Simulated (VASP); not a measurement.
Input of a VASP 6.6.1 run:

File INCAR:

```
PREC = Accurate
ENCUT = 520
EDIFF = 1E-6
ISMEAR = -1
SIGMA = 0.02
LREAL = Auto
LASPH = T
NELM = 60
ALGO = Normal
ISIF = 2
LWAVE = F
LCHARG = T
GGA = PE
LELF = T
LVHAR = T
NELECT = 74.0
NBANDS = 52
```

File KPOINTS:

```
regular mesh
0
Gamma
  2 2 2
```

Contents of POSCAR:

```
CuSi16
1.0
    0.0000000000      5.4300000000      5.4300000000
    5.4300000000      0.0000000000      5.4300000000
    5.4300000000      5.4300000000      0.0000000000
Si Cu
16 1
Direct
   -0.0042378453      0.0005407919      0.0086512891
    0.1178431860      0.1141680479      0.1442220074
    0.0038019337      0.0162341621      0.5147737569
    0.1354201657      0.1364096685      0.6349105893
   -0.0184604972      0.5059988029      0.0045232965
    0.1108326888      0.6273085635      0.1259350829
   -0.0041476059      0.5100859116      0.4991901473
    0.1173062615      0.6453445672      0.6139069982
    0.5021405157     -0.0210403315      0.0103672192
    0.6242074586      0.1158417127      0.1232511050
    0.5077175875     -0.0022000921      0.4964516575
    0.6355988950      0.1188136280      0.6189937385
    0.4829107735      0.4887039595     -0.0118146409
    0.6133865562      0.6083648250      0.1098756906
    0.5014777164      0.5110246777      0.4801348066
    0.6242929098      0.6246129834      0.6155081952
    0.3170454880      0.3187968692      0.8191119705
```

Potentials or basis: VASP PAW PBE potentials, release 64 (Si, Cu).

Run with:

```console
$ cat potpaw_PBE.64/Si/POTCAR potpaw_PBE.64/Cu/POTCAR > POTCAR
$ mpirun -np 1 vasp_std > vasp.out
```

Predict the largest force.

0.081 eV/Å.

Forces on the atoms (eV/Å):
```
Si   0.001 -0.003  0.001
Si  -0.002 -0.005 -0.005
Si  -0.012 -0.008 -0.011
Si  -0.009 -0.002 -0.009
Si   0.004  0.004 -0.009
Si  -0.001 -0.001 -0.008
Si   0.002 -0.002  0.000
Si  -0.010 -0.005 -0.004
Si   0.000  0.000  0.001
Si  -0.001  0.003 -0.004
Si  -0.001 -0.004 -0.001
Si  -0.003 -0.005  0.001
Si  -0.004 -0.006 -0.004
Si  -0.004 -0.001  0.004
Si  -0.011  0.000  0.004
Si  -0.005 -0.001 -0.003
Cu   0.055  0.036  0.047
```

Caveat: the k points lie up to 0.50 Å⁻¹ apart; the cell carries a net charge on a neutralising background, which shifts energy and pressure.
